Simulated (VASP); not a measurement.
# MnHg (Pm-3m) in VASP: further runs, part 2 of 2

VASP 6.6.1. Earlier steps stand in the parts before.

## Step 5: Single point, PBE, collinear spin, ferromagnetic start

Contents of INCAR:

```
PREC = Accurate
ENCUT = 500
EDIFF = 1E-6
ISMEAR = 0
SIGMA = 0.1
LREAL = F
LASPH = T
NELM = 200
ALGO = Normal
ISIF = 2
LWAVE = F
LCHARG = F
ISPIN = 2
MAGMOM = 4 0
LORBIT = 11
LMAXMIX = 4
GGA = PE
NBANDS = 24
GGA_COMPAT = F
```

Contents of KPOINTS:

```
regular mesh
0
Gamma
  12 12 12
```

Contents of POSCAR:

```
MnHg
1.0
    3.3150000000      0.0000000000      0.0000000000
    0.0000000000      3.3150000000      0.0000000000
    0.0000000000      0.0000000000      3.3150000000
Mn Hg
1 1
Direct
    0.5000000000      0.5000000000      0.5000000000
    0.0000000000      0.0000000000      0.0000000000
```

Launch:

```
> cat potpaw_PBE.64/Mn_pv/POTCAR potpaw_PBE.64/Hg/POTCAR > POTCAR
> mpirun -np 1 vasp_std > vasp.out
```

It took 32 s on 1 thread of Intel Xeon 6975P-C (Granite Rapids), shared host; peak memory 0.23 GiB.

Results (log left out):

| Property | Result |
| --- | --- |
| Free energy | -8.4967 eV |
| Pressure | 1.1 GPa |
| Net moment | 3.93 μB per cell |
| Site moments | Mn +3.84; Hg -0.06 μB |
| Valence electrons inside the program's atomic spheres | Mn 11.40; Hg 10.59 |

Levels at points of the mesh, in eV from the Fermi level:
Spin up:
```csv
k point,band 11,band 12,band 13,band 14,band 15,band 16,band 17,band 18
"(0.00, 0.00, 0.00)",-2.98,-2.10,-2.10,-2.10,4.86,4.86,4.86,8.54
"(0.50, 0.00, 0.00)",-3.34,-2.80,-2.80,-2.31,-1.63,10.03,10.03,10.53
"(0.50, 0.50, 0.00)",-2.12,-2.12,-2.08,-1.69,-1.69,0.60,2.84,11.76
"(0.50, 0.50, 0.50)",-3.75,-2.06,-2.06,0.43,4.10,4.10,4.10,4.46
```
Spin down:
| k point | band 8 | band 9 | band 10 | band 11 | band 12 | band 13 | band 14 | band 15 |
| --- | --- | --- | --- | --- | --- | --- | --- | --- |
| (0.00, 0.00, 0.00) | -7.08 | -7.08 | 0.32 | 0.32 | 1.44 | 1.44 | 1.44 | 5.22 |
| (0.50, 0.00, 0.00) | -6.98 | -5.01 | -4.47 | -0.03 | 0.39 | 0.39 | 1.26 | 2.02 |
| (0.50, 0.50, 0.00) | -6.53 | -3.53 | -1.44 | -1.44 | 0.48 | 1.27 | 1.27 | 1.87 |
| (0.50, 0.50, 0.50) | -6.50 | -1.60 | -1.60 | -1.60 | 0.29 | 1.91 | 1.91 | 5.55 |

Caveat: spin-orbit coupling is left out, which moves the levels of the heavy elements.

## Step 6: Single point, PBE, collinear spin, ferromagnetic start

Contents of INCAR:

```
PREC = Accurate ; ENCUT = 500
EDIFF = 1E-6 ; ISMEAR = 0
SIGMA = 0.1 ; LREAL = False
LASPH = True ; NELM = 200
ALGO = Normal ; ISIF = 2
LWAVE = False ; LCHARG = True
ISPIN = 2 ; MAGMOM = 5 0
LORBIT = 11 ; LMAXMIX = 4
GGA = PE ; LELF = True
LVHAR = True ; NBANDS = 24
GGA_COMPAT = False
```

KPOINTS is that of step 5.

POSCAR is that of step 5.

Potentials or basis: VASP PAW PBE potentials, release 64 (Mn_pv, Hg).

Launch:

```
> cat potpaw_PBE.64/Mn_pv/POTCAR potpaw_PBE.64/Hg/POTCAR > POTCAR
> mpirun -np 1 vasp_std > vasp.out
```

OUTCAR:

```text
PREC = Accurate
   ENCUT = 500
   EDIFF = 1E-6
   ISMEAR = 0
   LREAL = False
   LASPH = True
   NELM = 200
   ISIF = 2
   ISPIN = 2
   LORBIT = 11
   GGA = PE

 ion  position               nearest neighbor table
   1  0.500  0.500  0.500-   2 2.87   2 2.87   2 2.87   2 2.87   2 2.87   2 2.87   2 2.87   2 2.87

   2  0.000  0.000  0.000-   1 2.87   1 2.87   1 2.87   1 2.87   1 2.87   1 2.87   1 2.87   1 2.87

  LATTYP: Found a simple cubic cell.
 ALAT       =     3.3150000000

  Lattice vectors:

 A1 = (   3.3150000000,   0.0000000000,   0.0000000000)
 A2 = (   0.0000000000,   3.3150000000,   0.0000000000)
[... 1510 lines left out ...]

 VOLUME and BASIS-vectors are now :
 -----------------------------------------------------------------------------
  energy-cutoff  :      500.00
  volume of cell :       36.43
      direct lattice vectors                 reciprocal lattice vectors
     3.315000000  0.000000000  0.000000000     0.301659125  0.000000000  0.000000000
     0.000000000  3.315000000  0.000000000     0.000000000  0.301659125  0.000000000
     0.000000000  0.000000000  3.315000000     0.000000000  0.000000000  0.301659125

 POSITION                                       TOTAL-FORCE (eV/Angst)
 -----------------------------------------------------------------------------------
      1.65750      1.65750      1.65750         0.000000      0.000000      0.000000
      0.00000      0.00000      0.00000         0.000000      0.000000      0.000000
 -----------------------------------------------------------------------------------
    total drift:                                0.000000      0.000000     -0.000000

  FREE ENERGIE OF THE ION-ELECTRON SYSTEM (eV)
  ---------------------------------------------------
  free  energy   TOTEN  =        -8.4966778587 eV

  energy  without entropy=       -8.4898999108  energy(sigma->0) =       -8.49328888

 total charge

# of ion       s       p       d       tot
------------------------------------------
    1        0.252   6.173   4.975  11.401
    2        0.817   0.519   9.255  10.590
--------------------------------------------------
tot          1.069   6.692  14.230  21.991

 magnetization (x)

# of ion       s       p       d       tot
------------------------------------------
    1        0.029   0.016   3.794   3.839
    2       -0.042  -0.061   0.049  -0.055
--------------------------------------------------
tot         -0.013  -0.046   3.843   3.784
```

OSZICAR:

```text
N       E                     dE             d eps       ncg     rms          rms(c)
DAV:   1     0.231032670555E+03    0.23103E+03   -0.13700E+04  8120   0.117E+03
DAV:   2    -0.125087368496E+01   -0.23228E+03   -0.22074E+03  8392   0.338E+02
DAV:   3    -0.875819233939E+01   -0.75073E+01   -0.74841E+01  9464   0.683E+01
DAV:   4    -0.881307241747E+01   -0.54880E-01   -0.54877E-01  9168   0.548E+00
DAV:   5    -0.881389663559E+01   -0.82422E-03   -0.82419E-03  9784   0.613E-01    0.111E+01
DAV:   6    -0.856729779599E+01    0.24660E+00   -0.52760E+00  8984   0.176E+01    0.656E+00
DAV:   7    -0.851230067478E+01    0.54997E-01   -0.15969E+00  9032   0.110E+01    0.474E+00
DAV:   8    -0.849715803114E+01    0.15143E-01   -0.72869E-02  8880   0.199E+00    0.263E+00
DAV:   9    -0.849661089505E+01    0.54714E-03   -0.10354E-02  8944   0.696E-01    0.952E-01
DAV:  10    -0.849660598560E+01    0.49095E-05   -0.22012E-03  9200   0.425E-01    0.787E-02
DAV:  11    -0.849666113402E+01   -0.55148E-04   -0.18137E-04  9192   0.939E-02    0.266E-02
DAV:  12    -0.849667353543E+01   -0.12401E-04   -0.18318E-05  8944   0.345E-02    0.157E-02
DAV:  13    -0.849667787584E+01   -0.43404E-05   -0.45037E-06  9160   0.159E-02    0.787E-03
DAV:  14    -0.849667785874E+01    0.17100E-07   -0.39145E-07  5192   0.437E-03
   1 F= -.84966779E+01 E0= -.84932889E+01  d E =-.677795E-02  mag=     3.9279
```

stdout:

```text
POSCAR found type information on POSCAR MnHg
 POSCAR found :  2 types and       2 ions
 scaLAPACK will be used
 LDA part: xc-table for (Slater+PW92), standard interpolation
 POSCAR, INCAR and KPOINTS ok, starting setup
 FFT: planning ... GRIDC
 FFT: planning ... GRID_SOFT
 FFT: planning ... GRID
 WAVECAR not read
 entering main loop
```

Wall time 30 s (1 thread of Intel Xeon 6975P-C (Granite Rapids), shared host); peak memory 0.22 GiB.

What came out:

- Free energy: -8.4967 eV
- Pressure: 1.1 GPa
- Net moment: 3.93 μB per cell
- Site moments: Mn +3.84; Hg -0.06 μB
- Valence electrons inside the program's atomic spheres: Mn 11.40; Hg 10.59

Levels at points of the mesh, in eV from the Fermi level:
Spin up:
```csv
k point,band 12,band 13,band 14,band 15,band 16,band 17
"(0.00, 0.00, 0.00)",-2.10,-2.10,-2.10,4.86,4.86,4.86
"(0.50, 0.00, 0.00)",-2.80,-2.80,-2.31,-1.63,10.03,10.03
"(0.50, 0.50, 0.00)",-2.12,-2.08,-1.69,-1.69,0.60,2.84
"(0.50, 0.50, 0.50)",-2.06,-2.06,0.43,4.10,4.10,4.10
```
Spin down:
```tsv
k point	band 9	band 10	band 11	band 12	band 13	band 14
(0.00, 0.00, 0.00)	-7.08	0.32	0.32	1.44	1.44	1.44
(0.50, 0.00, 0.00)	-5.01	-4.47	-0.03	0.39	0.39	1.26
(0.50, 0.50, 0.00)	-3.53	-1.44	-1.44	0.48	1.27	1.27
(0.50, 0.50, 0.50)	-1.60	-1.60	-1.60	0.29	1.91	1.91
```

Caveat: spin-orbit coupling is left out, which moves the levels of the heavy elements.

## Step 7: The runs side by side

| task | level | spin | cell | cutoff (eV) | gap on the mesh (eV) | pressure (GPa) |
| --- | --- | --- | --- | --- | --- | --- |
| single point | r2SCAN | off | as given | 550 | none | -18.0 |
| relaxation of cell and atoms | PBE | off | relaxed | 500 | none | 0.0 |
| single point | PBE | collinear, ferromagnetic start | as given | 500 | none | 1.1 |

Alike in all rows: potentials or basis VASP PAW PBE potentials, release 64 (Mn_pv, Hg); k mesh 12 × 12 × 12; smearing gaussian 0.1 eV.

Caveats: spin-orbit coupling is left out, which moves the levels of the heavy elements; the cell stands under tension (at least some runs); the PAW data sets were made with another functional, which shifts forces and pressure a little (at least some runs).

Total energies depend on the potentials used, so only differences within one code and one set of settings carry meaning.
